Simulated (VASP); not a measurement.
# Sn (Fd-3m) in VASP: notebook

The runs below take Sn through single point, with PBE.

Everything below comes from runs of VASP 6.6.1. Logs are shortened: lines on timing, memory, paths and dates and some standing lists are left out, and cuts for length are marked.

**1. The cell of the first run**

The structure is cubic, space group Fd-3m (No. 227). The conventional cell has a = 6.289 Å, b = 6.289 Å, c = 6.289 Å, α = 90.00°, β = 90.00°, γ = 90.00°. Sn (site symmetry -43m) has 4 Sn at 2.72 Å within 3.6 Å.

This isn't the form of Sn at room conditions, which is tetragonal (white tin).

**2. Single point, PBE**

The input, INCAR:

```
SYSTEM = Sn
PREC = Accurate
ENCUT = 520
EDIFF = 1E-7
ISMEAR = 1
SIGMA = 0.1
LREAL = .FALSE.
LASPH = .TRUE.
NELM = 60
ALGO = Normal
ISIF = 2
LWAVE = .FALSE.
LCHARG = .FALSE.
GGA = PE
NBANDS = 21
```

The input, KPOINTS:

```
Automatic mesh
0
G
  8 8 8
  0 0 0
```

The input, POSCAR:

```
Sn
1.0
    0.0000000000      3.1447132731      3.1447132731
    3.1447132731      0.0000000000      3.1447132731
    3.1447132731      3.1447132731      0.0000000000
Sn
2
Direct
    0.0000000000      0.0000000000      0.0000000000
    0.2500000000      0.2500000000      0.2500000000
```

Potentials or basis: VASP PAW PBE potentials, release 64 (Sn_d).

The run is started by

```console
$ cat potpaw_PBE.64/Sn_d/POTCAR > POTCAR
$ mpirun -np 1 vasp_std > vasp.out
```

OUTCAR:

```text
SYSTEM = Sn
   PREC = Accurate
   ENCUT = 520
   EDIFF = 1E-7
   ISMEAR = 1
   LREAL = .FALSE.
   LASPH = .TRUE.
   NELM = 60
   ISIF = 2
   GGA = PE

 ion  position               nearest neighbor table
   1  0.000  0.000  0.000-   2 2.72   2 2.72   2 2.72   2 2.72
   2  0.250  0.250  0.250-   1 2.72   1 2.72   1 2.72   1 2.72

  LATTYP: Found a face centered cubic cell.
 ALAT       =     6.2894265462

  Lattice vectors:

 A1 = (   0.0000000000,   3.1447132731,   3.1447132731)
 A2 = (   3.1447132731,   0.0000000000,   3.1447132731)
 A3 = (   3.1447132731,   3.1447132731,   0.0000000000)

Analysis of symmetry for initial positions (statically):
=====================================================================
 Subroutine PRICEL returns:
 Original cell was already a primitive cell.

 Routine SETGRP: Setting up the symmetry group for a
 face centered cubic supercell.

 Subroutine GETGRP returns: Found 48 space group operations
 (whereof 24 operations were pure point group operations)
 out of a pool of 48 trial point group operations.

The static configuration has the point symmetry T_d .
 The point group associated with its full space group is O_h .

Analysis of symmetry for dynamics (positions and initial velocities):
=====================================================================
 Subroutine PRICEL returns:
 Original cell was already a primitive cell.

 Routine SETGRP: Setting up the symmetry group for a
 face centered cubic supercell.

 Subroutine GETGRP returns: Found 48 space group operations
 (whereof 24 operations were pure point group operations)
 out of a pool of 48 trial point group operations.

The dynamic configuration has the point symmetry T_d .
 The point group associated with its full space group is O_h .

 Subroutine INISYM returns: Found 48 space group operations
 (whereof 24 operations are pure point group operations),
 and found     1 'primitive' translations

----------------------------------------------------------------------------------------

                                     Primitive cell

  volume of cell :      62.1975

  direct lattice vectors                    reciprocal lattice vectors
     0.000000000  3.144713273  3.144713273    -0.158997008  0.158997008  0.158997008
     3.144713273  0.000000000  3.144713273     0.158997008 -0.158997008  0.158997008
     3.144713273  3.144713273  0.000000000     0.158997008  0.158997008 -0.158997008

  length of vectors
     4.447296161  4.447296161  4.447296161     0.275390895  0.275390895  0.275390895

  position of ions in fractional coordinates (direct lattice)
     0.000000000  0.000000000  0.000000000
     0.250000000  0.250000000  0.250000000

  ion indices of the primitive-cell ions
   primitive index   ion index
                 1           1
                 2           2

----------------------------------------------------------------------------------------

 KPOINTS: Automatic mesh

Automatic generation of k-mesh.
 Grid dimensions read from file:
 generate k-points for:    8    8    8

 Generating k-lattice:

  Cartesian coordinates                     Fractional coordinates (reciprocal lattice)
    -0.019874626  0.019874626  0.019874626     0.125000000  0.000000000  0.000000000
     0.019874626 -0.019874626  0.019874626     0.000000000  0.125000000  0.000000000
     0.019874626  0.019874626 -0.019874626     0.000000000  0.000000000  0.125000000

  Length of vectors
     0.034423862  0.034423862  0.034423862

  Shift w.r.t. Gamma in fractional coordinates (k-lattice)
     0.000000000  0.000000000  0.000000000

 Subroutine IBZKPT returns following result:
 ===========================================

 Found     29 irreducible k-points:

 Following reciprocal coordinates:
            Coordinates               Weight
  0.000000  0.000000  0.000000      1.000000
  0.125000  0.000000  0.000000      8.000000
  0.250000  0.000000  0.000000      8.000000
  0.375000  0.000000  0.000000      8.000000
  0.500000  0.000000  0.000000      4.000000
  0.125000  0.125000  0.000000      6.000000
[... 16 lines left out ...]
  0.500000  0.250000  0.125000     48.000000
 -0.375000  0.250000  0.125000     24.000000
 [... further k-points ...]
   k-points           NKPTS =     29   k-points in BZ     NKDIM =     29   number of bands    NBANDS=     21
   number of dos      NEDOS =    301   number of ions     NIONS =      2
   total plane-waves  NPLWV =  46656
   dimension x,y,z NGX =    36 NGY =   36 NGZ =   36
   dimension x,y,z NGXF=    72 NGYF=   72 NGZF=   72
   ions per type =               2
   NGX,Y,Z   is equivalent  to a cutoff of  13.46, 13.46, 13.46 a.u.
   NGXF,Y,Z  is equivalent  to a cutoff of  26.91, 26.91, 26.91 a.u.
 SYSTEM =  Sn
   PREC   = accura    normal or accurate (medium, high low for compatibility)
   ISTART =      0    job   : 0-new  1-cont  2-samecut
   ICHARG =      2    charge: 1-file 2-atom 10-const
   ISPIN  =      1    spin polarized calculation?
   LNONCOLLINEAR =      F non collinear calculations
   LSORBIT =      F    spin-orbit coupling
   LASPH  =      T    aspherical Exc in radial PAW
   ENCUT  =  520.0 eV  38.22 Ry    6.18 a.u.   8.27  8.27  8.27*2*pi/ulx,y,z
   NELM   =     60;   NELMIN=  2; NELMDL= -5     # of ELM steps
   EDIFF  = 0.1E-06   stopping-criterion for ELM
   LREAL  =      F    real-space projection
   EDIFFG = 0.1E-05   stopping-criterion for IOM
   NSW    =      0    number of steps for IOM
   IBRION =     -1    ionic relax: 0-MD 1-quasi-New 2-CG
   NFREE  =      0    steps in history (QN), initial steepest desc. (CG)
   ISIF   =      2    stress and relaxation
   ISYM   =      2    0-nonsym 1-usesym 2-fastsym
   POTIM  = 0.5000    time-step for ionic-motion
   TEBEG  =    0.0;   TEEND  =   0.0 temperature during run
   PSTRESS=    0.0 pullay stress
   NELECT =      28.0000    total number of electrons
   NUPDOWN=      -1.0000    fix difference up-down
   EMIN   =  10.00;   EMAX   =-10.00  energy-range for DOS
   EFERMI =   0.00;   METHOD = LEGACY
   ISMEAR =     1;   SIGMA  =   0.10  broadening in eV -4-tet -1-fermi 0-gaus
   EFERMI_NEDOS =   21; number of points for ismear=-14 and -15
   IALGO  =     38    algorithm
   IMIX   =      4    mixing-type and parameters
     AMIX     =   0.40;   BMIX     =  1.00
     AMIX_MAG =   1.60;   BMIX_MAG =  1.00
  volume/ion in A,a.u.               =      31.10       209.86
  Fermi-wavevector in a.u.,A,eV,Ry     =   1.254690  2.371020 21.418933  1.574247
  Thomas-Fermi vector in A             =   2.388483
   LORBIT       =      0    0 simple, 1 ext, 2 COOP (PROOUT), +10 PAW based schemes
   GGA     = PE    functional components
   LHFCALC =     F    Hartree Fock is set to
   AEXX    =    0.0000 exact exchange contribution
   IVDW    =     0    specifies the selected vdW correction
   LEPSILON=     F    determine dielectric tensor
   LRPA    =     F    only Hartree local field effects (RPA)
 non-spin polarized calculation
 Methfessel and Paxton  Order N= 1 SIGMA  =   0.10
  energy-cutoff  :      520.00
  volume of cell :       62.20
 maximum number of plane-waves:      1700
 NGX is ok and might be reduce to    36
   NGX = 17   NGY = 17   NGZ = 17

 number of electron      27.9999996 magnetization

 Free energy of the ion-electron system (eV)
  ---------------------------------------------------
  ext. energy  EPLUGINS =         0.00000000
  ---------------------------------------------------
  free energy    TOTEN  =        -7.40679627 eV

  energy without entropy =       -7.40679010  energy(sigma->0) =       -7.40679422

 E-fermi :   6.8099     XC(G=0):  -9.2938

 val. band max:        6.7854118360   @ k =   0.0000   0.0000   0.0000
 cond. band min:       6.8901165270   @ k =   0.5000   0.0000   0.0000
 fundamental gap:      0.1047046911
 Fermi energy:         6.8098743267

 k-point     1 :       0.0000    0.0000    0.0000
  band No.  band energies     occupation
      1     -15.2070      2.00000
      2     -15.2070      2.00000
      3     -15.2070      2.00000
      4     -15.1334      2.00000
      5     -15.1334      2.00000
      6     -14.7384      2.00000
[... 13 lines left out ...]
     20      14.8883      0.00000
     21      14.8885      0.00000

 k-point     2 :       0.1250    0.0000    0.0000
  band No.  band energies     occupation
      1     -15.2212      2.00000
      2     -15.2212      2.00000
      3     -15.2024      2.00000
      4     -15.1132      2.00000
      5     -15.1132      2.00000
      6     -14.7621      2.00000
[... 13 lines left out ...]
     20      13.8624      0.00000
     21      13.8624      0.00000

 k-point     3 :       0.2500    0.0000    0.0000
  band No.  band energies     occupation
      1     -15.2400      2.00000
      2     -15.2400      2.00000
      3     -15.1913      2.00000
      4     -15.0815      2.00000
      5     -15.0815      2.00000
      6     -14.7887      2.00000
[... 13 lines left out ...]
     20      13.6578      0.00000
     21      13.6578      0.00000

 k-point     4 :       0.3750    0.0000    0.0000
  band No.  band energies     occupation
      1     -15.2501      2.00000
      2     -15.2501      2.00000
      3     -15.1798      2.00000
      4     -15.0613      2.00000
      5     -15.0613      2.00000
      6     -14.8031      2.00000
[... 13 lines left out ...]
     20      14.5905      0.00000
     21      14.5905      0.00000

 k-point     5 :       0.5000    0.0000    0.0000
  band No.  band energies     occupation
      1     -15.2528      2.00000
      2     -15.2528      2.00000
      3     -15.1749      2.00000
      4     -15.0555      2.00000
      5     -15.0555      2.00000
      6     -14.8065      2.00000
[... 13 lines left out ...]
     20      15.7603      0.00000
     21      15.7603      0.00000
[... 382 lines left out ...]
     20      16.7366      0.00000
     21      17.5271      0.00000

 k-point    22 :       0.3750    0.2500    0.1250
  band No.  band energies     occupation
      1     -15.2589      2.00000
      2     -15.2559      2.00000
      3     -15.1751      2.00000
      4     -15.0670      2.00000
      5     -15.0158      2.00000
      6     -14.8844      2.00000
[... 13 lines left out ...]
     20      14.9676      0.00000
     21      15.3764      0.00000

 k-point    23 :       0.5000    0.2500    0.1250
  band No.  band energies     occupation
      1     -15.2818      2.00000
      2     -15.2672      2.00000
      3     -15.1351      2.00000
      4     -15.0390      2.00000
      5     -14.9918      2.00000
      6     -14.9016      2.00000
[... 13 lines left out ...]
     20      14.8173      0.00000
     21      16.0006      0.00000

 k-point    24 :      -0.3750    0.2500    0.1250
  band No.  band energies     occupation
      1     -15.2915      2.00000
      2     -15.2699      2.00000
      3     -15.1166      2.00000
      4     -15.0184      2.00000
      5     -14.9943      2.00000
      6     -14.8934      2.00000
[... 13 lines left out ...]
     20      15.3934      0.00000
     21      16.1355      0.00000

 [... further k-points ...]

------------------------ aborting loop because EDIFF is reached ----------------------------------------

  FORCE on cell =-STRESS in cart. coord.  units (eV):
  Direction    XX          YY          ZZ          XY          YZ          ZX
  --------------------------------------------------------------------------------------
  -------------------------------------------------------------------------------------
  Total        3.5278256      3.5278256      3.5278256      0.0000000      0.0000000      0.0000000
  in kB       90.8750226     90.8750226     90.8750226      0.0000000      0.0000000      0.0000000
  external PRESSURE =      90.8750226 kB  Pullay stress =       0.0000000 kB

 VOLUME and BASIS-vectors are now :
 -----------------------------------------------------------------------------
  energy-cutoff  :      520.00
  volume of cell :       62.20
      direct lattice vectors                 reciprocal lattice vectors
     0.000000000  3.144713273  3.144713273    -0.158997008  0.158997008  0.158997008
     3.144713273  0.000000000  3.144713273     0.158997008 -0.158997008  0.158997008
     3.144713273  3.144713273  0.000000000     0.158997008  0.158997008 -0.158997008

 POSITION                                       TOTAL-FORCE (eV/Angst)
 -----------------------------------------------------------------------------------
      0.00000      0.00000      0.00000        -0.000000     -0.000000     -0.000000
      1.57236      1.57236      1.57236         0.000000      0.000000      0.000000
 -----------------------------------------------------------------------------------
    total drift:                                0.000000      0.000000      0.000000

  FREE ENERGIE OF THE ION-ELECTRON SYSTEM (eV)
  ---------------------------------------------------
  free  energy   TOTEN  =        -7.4067962740 eV

  energy  without entropy=       -7.4067901032  energy(sigma->0) =       -7.40679422
```

It took 65 s on 1 thread of Intel Xeon 8259CL, shared host; peak memory 0.21 GiB.

What came out:

| Property | Result |
| --- | --- |
| Free energy | -7.4068 eV |
| Pressure | 9.1 GPa |
| Band gap on the k mesh | zero (filled and empty bands touch) |

Levels at points of the mesh, in eV from the Fermi level:
| k point | band 12 | band 13 | band 14 | band 15 | band 16 | band 17 |
| --- | --- | --- | --- | --- | --- | --- |
| (0.00, 0.00, 0.00) | -0.07 | -0.02 | -0.02 | -0.02 | 2.05 | 2.05 |
| (0.50, 0.00, 0.00) | -6.81 | -1.38 | -1.38 | 0.08 | 3.15 | 3.15 |
| (0.50, 0.50, 0.00) | -7.97 | -2.90 | -2.90 | 0.59 | 0.59 | 8.22 |

Caveat: the cell stands under pressure; spin-orbit coupling is left out, which moves the levels of the heavy elements.

**3. Single point, PBE**

This run uses another cell than the first one, of 32.45 Å³/atom.

The input, INCAR:

```
SYSTEM = Sn
PREC = Accurate
ENCUT = 520
EDIFF = 1E-6
ISMEAR = 1
SIGMA = 0.1
LREAL = .FALSE.
LASPH = .TRUE.
NELM = 100
ALGO = Normal
ISIF = 2
LWAVE = .FALSE.
LCHARG = .TRUE.
GGA = PE
LELF = .TRUE.
LVHAR = .TRUE.
NBANDS = 21
```

KPOINTS is that of step 2.

The input, POSCAR:

```
Sn
1.0
    0.0000000000      3.1896438188      3.1896438188
    3.1896438188      0.0000000000      3.1896438188
    3.1896438188      3.1896438188      0.0000000000
Sn
2
Direct
    0.0000000000      0.0000000000      0.0000000000
    0.2500000000      0.2500000000      0.2500000000
```

Potentials or basis: VASP PAW PBE potentials, release 64 (Sn_d).

The run is started by

```console
$ cat potpaw_PBE.64/Sn_d/POTCAR > POTCAR
$ mpirun -np 1 vasp_std > vasp.out
```

It took 67 s on 1 thread of Intel Xeon 8259CL, shared host; peak memory 0.21 GiB.

It converged, with:

* Free energy: -7.5352 eV
* Pressure: 6.1 GPa
* Band gap on the k mesh: zero (filled and empty bands touch)

Levels at points of the mesh, in eV from the Fermi level:
```csv
k point,band 10,band 11,band 12,band 13,band 14,band 15,band 16,band 17,band 18,band 19
"(0.00, 0.00, 0.00)",-21.43,-11.03,-0.34,0.01,0.01,0.01,2.09,2.09,2.09,4.98
"(0.50, 0.00, 0.00)",-21.38,-9.30,-6.57,-1.27,-1.27,0.03,3.18,3.18,5.53,8.68
"(0.50, 0.50, 0.00)",-21.36,-7.77,-7.77,-2.71,-2.71,0.69,0.69,7.99,7.99,9.63
```

Caveat: the cell stands under pressure; spin-orbit coupling is left out, which moves the levels of the heavy elements.

[end of part 1 of 2]
